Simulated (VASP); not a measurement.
# Be4ZnTe (P6mm) in VASP: notebook, part 2 of 2

VASP 6.6.1. The steps go on from the part before.

## 3. Relaxation of cell and atoms, PBE

This run uses another cell than the first one, of 12.99 Å³/atom.

The input, INCAR:

```
PREC     = Accurate       # precision mode
ENCUT    = 600            # plane-wave cutoff, eV
EDIFF    = 1E-7           # SCF threshold, eV
ISMEAR   = 0              # smearing method
SIGMA    = 0.2            # smearing width, eV
LREAL    = False          # projectors in reciprocal space
LASPH    = True           # aspherical terms in the spheres
NELM     = 120            # most SCF steps
ALGO     = Normal         # electronic algorithm
ISIF     = 3              # what is computed and relaxed
LWAVE    = False          # write WAVECAR
LCHARG   = False          # write CHGCAR
GGA      = PE             # functional
IBRION   = 2              # ionic algorithm
NSW      = 36             # ionic steps
EDIFFG   = -0.08          # ionic threshold
GGA_COMPAT= False        
NELMIN   = 4
```

The input, KPOINTS:

```
regular mesh
0
Gamma
  5 5 3
```

The input, POSCAR:

```
Be4ZnTe
1.0
    3.8501937400      0.0000000000      0.0000000000
   -1.9250968700      3.3343655900      0.0000000000
    0.0000000000      0.0000000000      6.0702893600
Be Zn Te
4 1 1
Direct
    0.3333333300      0.6666666700      0.0022463300
    0.6666666700      0.3333333300      0.0022463300
    0.3333333300      0.6666666700      0.2558335400
    0.6666666700      0.3333333300      0.2558335400
    0.0000000000      0.0000000000      0.2667959000
    0.0000000000      0.0000000000      0.7177944500
```

Potentials or basis: VASP PAW PBE potentials, release 64 (Be, Zn, Te).

On the command line:

```sh
cat potpaw_PBE.64/Be/POTCAR potpaw_PBE.64/Zn/POTCAR potpaw_PBE.64/Te/POTCAR > POTCAR
mpirun -np 1 vasp_std > vasp.out
```

OUTCAR:

```text
PREC = Accurate
   ENCUT = 600
   EDIFF = 1E-7
   ISMEAR = 0
   LREAL = False
   LASPH = True
   NELM = 120
   ISIF = 3
   GGA = PE
   IBRION = 2
   NSW = 36
   EDIFFG = -0.08
   NELMIN = 4

 ion  position               nearest neighbor table
   1  0.333  0.667  0.002-   3 1.54   2 2.22   2 2.22   2 2.22   6 2.81   6 2.81   6 2.81
   2  0.667  0.333  0.002-   4 1.54   1 2.22   1 2.22   1 2.22   6 2.81   6 2.81   6 2.81
   3  0.333  0.667  0.256-   1 1.54   4 2.22   4 2.22   4 2.22   5 2.22   5 2.22   5 2.22
   4  0.667  0.333  0.256-   2 1.54   3 2.22   3 2.22   3 2.22   5 2.22   5 2.22   5 2.22
   5  0.000  0.000  0.267-   3 2.22   4 2.22   4 2.22   3 2.22   4 2.22   3 2.22   6 2.74   6 3.33

   6  0.000  0.000  0.718-   5 2.74   2 2.81   1 2.81   2 2.81   1 2.81   2 2.81   1 2.81   5 3.33

  LATTYP: Found a hexagonal cell.
 ALAT       =     3.8501937400
 C/A-ratio  =     1.5766191963

  Lattice vectors:

 A1 = (   3.8501937400,   0.0000000000,   0.0000000000)
 A2 = (  -1.9250968700,   3.3343655900,   0.0000000000)
 A3 = (   0.0000000000,   0.0000000000,   6.0702893600)

Analysis of symmetry for initial positions (statically):
=====================================================================
 Subroutine PRICEL returns:
 Original cell was already a primitive cell.

 Routine SETGRP: Setting up the symmetry group for a
 hexagonal supercell.
[... 143 lines left out ...]
 conjugate gradient relaxation of ions
 non-spin polarized calculation
 Gauss-broadening in eV      SIGMA  =   0.20
  energy-cutoff  :      600.00
  volume of cell :       77.93
 maximum number of plane-waves:      2635
 NGX is ok and might be reduce to    32
   NGX = 15   NGY = 15   NGZ = 25

--------------------------------------- Ionic step        1  -------------------------------------------

 number of electron      26.0000011 magnetization

 Free energy of the ion-electron system (eV)
  ---------------------------------------------------
  ext. energy  EPLUGINS =         0.00000000
  ---------------------------------------------------
  free energy    TOTEN  =       -12.82276556 eV

  energy without entropy =      -12.78200848  energy(sigma->0) =      -12.80238702

 E-fermi :   6.0714     XC(G=0): -10.3328

 val. band max:        5.9266195128   @ k =   0.4000  -0.0000   0.3333
 cond. band min:       6.0733114444   @ k =   0.4000   0.2000   0.0000
 fundamental gap:      0.1466919316
 Fermi energy:         6.0713844155
[... 509 lines left out ...]
      4      -2.9441      2.00000
      5      -2.9197      2.00000
      6      -2.8814      2.00000
[... 9 lines left out ...]
     16       6.9022      0.00000
     17       7.1455      0.00000

[... ionic steps 4 to 20 ...]

--------------------------------------- Ionic step       21  -------------------------------------------

 number of electron      25.9999997 magnetization

------------------------ aborting loop because EDIFF is reached ----------------------------------------
[... 75 lines left out ...]
--------------------------------------- Ionic step       23  -------------------------------------------

 number of electron      26.0000000 magnetization

 Free energy of the ion-electron system (eV)
  ---------------------------------------------------
  ext. energy  EPLUGINS =         0.00000000
  ---------------------------------------------------
  free energy    TOTEN  =       -17.02796574 eV

  energy without entropy =      -16.99853997  energy(sigma->0) =      -17.01325286

 E-fermi :   4.6459     XC(G=0):  -9.5859

 val. band max:        4.6189695617   @ k =   0.4000   0.2000   0.3333
 cond. band min:       4.8719665830   @ k =   0.0000   0.0000   0.0000
 fundamental gap:      0.2529970213
 Fermi energy:         4.6459296435
[... 231 lines left out ...]
  FREE ENERGIE OF THE ION-ELECTRON SYSTEM (eV)
  ---------------------------------------------------
  free  energy   TOTEN  =       -17.0279657411 eV

  energy  without entropy=      -16.9985399729  energy(sigma->0) =      -17.01325286

 reached required accuracy - stopping structural energy minimisation
```

CONTCAR:

```text
Be4ZnTe
   1.00000000000000
     3.8299578373547520   -0.0000000000000000   -0.0000000000000000
    -1.9149789186773760    3.3168407842006511    0.0000000000000000
    -0.0000000000000000    0.0000000000000000    7.3055483273693893
  Be              Zn              Te
     4     1     1
Direct
     0.3333333300000021    0.6666666699999979    0.9551281194327423
     0.6666666699999979    0.3333333300000021    0.9551281194327423
     0.3333333300000021    0.6666666699999979    0.2432378396983507
     0.6666666699999979    0.3333333300000021    0.2432378396983507
     0.0000000000000000    0.0000000000000000    0.3490555997778372
     0.0000000000000000    0.0000000000000000    0.7549625719599666

  0.00000000E+00  0.00000000E+00  0.00000000E+00
  0.00000000E+00  0.00000000E+00  0.00000000E+00
  0.00000000E+00  0.00000000E+00  0.00000000E+00
  0.00000000E+00  0.00000000E+00  0.00000000E+00
  0.00000000E+00  0.00000000E+00  0.00000000E+00
  0.00000000E+00  0.00000000E+00  0.00000000E+00
```

Wall time 10 min (1 thread of AMD EPYC 7R13, shared host); peak memory 0.2 GiB.

Results:

- Free energy: -17.0280 eV
- Relaxed volume: 15.47 Å³/atom
- Relaxed cell: a = 3.830 Å, b = 3.830 Å, c = 7.306 Å, α = 90.00°, β = 90.00°, γ = 120.00°
- Space group after relaxing (to 0.1 Å): P6mm (No. 183)
- Energy gained by relaxing: 700.9 meV/atom
- Ionic steps: 23
- Pressure after relaxing: 0.2 GPa
- Largest force after relaxing: 0.030 eV/Å
- Band gap on the k mesh: zero (bands 13 and 14 overlap by 0.97 eV)

Forces in eV/Å, atoms in the order of the input:
```
Be   0.000  0.000 -0.024
Be   0.000  0.000 -0.024
Be   0.000  0.000  0.030
Be   0.000  0.000  0.030
Zn   0.000  0.000 -0.016
Te   0.000  0.000  0.003
```

Stress tensor (GPa, compression positive):
```
0.23 0.00 0.00
0.00 0.23 0.00
0.00 0.00 0.07
```

Step by step:
| step | energy change (eV) | largest force (eV/Å) | pressure (GPa) | volume (Å³) |
| --- | --- | --- | --- | --- |
| 1 | 0.0000 | 8.2399 | 18.94 | 77.93 |
| 2 | -3.3769 | 0.5935 | -1.07 | 95.35 |
| 3 | -3.7627 | 0.7476 | 1.34 | 87.63 |
| 4 | -3.8032 | 0.5118 | 0.24 | 89.10 |
| 5 | -3.8159 | 0.2893 | -0.78 | 90.62 |
| 6 | -3.8445 | 0.3366 | -0.08 | 90.50 |
| 7 | -3.8784 | 0.4383 | 1.60 | 90.23 |
| 8 | -3.9007 | 0.4480 | 1.45 | 90.88 |
| 9 | -3.9632 | 0.4597 | 0.97 | 92.82 |
| 10 | -4.0579 | 0.4595 | -0.10 | 96.73 |
| 11 | -3.9922 | 0.7689 | -2.24 | 104.67 |
| 12 | -4.0864 | 0.5621 | -0.71 | 98.97 |
| 13 | -4.1328 | 0.4166 | -0.43 | 98.41 |
| 14 | -4.1645 | 0.1625 | -0.06 | 97.50 |
| 15 | -4.1693 | 0.1365 | -0.14 | 97.34 |
| 16 | -4.1720 | 0.0967 | -0.26 | 97.11 |
| 17 | -4.1746 | 0.0928 | -0.29 | 96.92 |
| 18 | -4.1821 | 0.0772 | -0.36 | 96.34 |
| 19 | -4.1949 | 0.0401 | -0.45 | 95.19 |
| 20 | -4.2002 | 0.2193 | -0.35 | 92.90 |
| 21 | -4.2027 | 0.0951 | -0.44 | 93.98 |
| 22 | -4.2031 | 0.1170 | -0.42 | 93.74 |
| 23 | -4.2052 | 0.0298 | 0.18 | 92.81 |

Final structure:
```xyz
6
Lattice="3.8300 0.0000 0.0000 -1.9150 3.3168 0.0000 0.0000 0.0000 7.3055" Properties=species:S:1:pos:R:3 pbc="T T T"
Be    0.0000    2.2112    6.9777
Be    1.9150    1.1056    6.9777
Be    0.0000    2.2112    1.7770
Be    1.9150    1.1056    1.7770
Zn    0.0000    0.0000    2.5500
Te    0.0000    0.0000    5.5154
```

Caveat: the k points lie up to 0.38 Å⁻¹ apart in the final cell, too coarse for converged energies and pressures of a metal; the volume moved by over 15 % at a fixed basis, so the end points are rough; spin-orbit coupling is left out, which moves the levels of the heavy elements.
